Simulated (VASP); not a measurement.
Crystal: MgO.

```
Mg O
1.0
     0.00000    2.12671    2.12671
     2.12671    0.00000    2.12671
     2.12671    2.12671    0.00000
Mg O
1 1
Direct
  0.00000 0.00000 0.00000
  0.50000 0.50000 0.50000
```

```yaml
Program: VASP 6.6.1
Task: relaxation of cell and atoms
Functional: LDA
Potentials_or_basis: VASP PAW LDA potentials, release 64 (Mg, O)
Cutoff: 600 eV
k_mesh: 10 × 10 × 10
Occupations: fermi-dirac, width 0.02 eV
Spin: no spin polarisation
```

At the start: pressure -12.0 GPa; volume 9.62 Å³/atom.

Task: How do energy, volume and symmetry change on relaxing?

Result: Over 3 steps the energy falls by 29.2 meV/atom and the volume is 8.89 Å³/atom (-7.6 %); space group Fm-3m (No. 225, to 0.05 Å).

Step by step:
| step | energy change (eV) | largest force (eV/Å) | pressure (GPa) | volume (Å³) |
| --- | --- | --- | --- | --- |
| 1 | 0.0000 | 0.0000 | -11.97 | 19.24 |
| 2 | -0.0508 | 0.0000 | 5.16 | 17.31 |
| 3 | -0.0583 | 0.0000 | 0.03 | 17.78 |

Final structure:
```
CELL_PARAMETERS angstrom
0.00000 2.07154 2.07154
2.07154 0.00000 2.07154
2.07154 2.07154 0.00000
ATOMIC_POSITIONS crystal
Mg 0.00000 0.00000 0.00000
O 0.50000 0.50000 0.50000
```
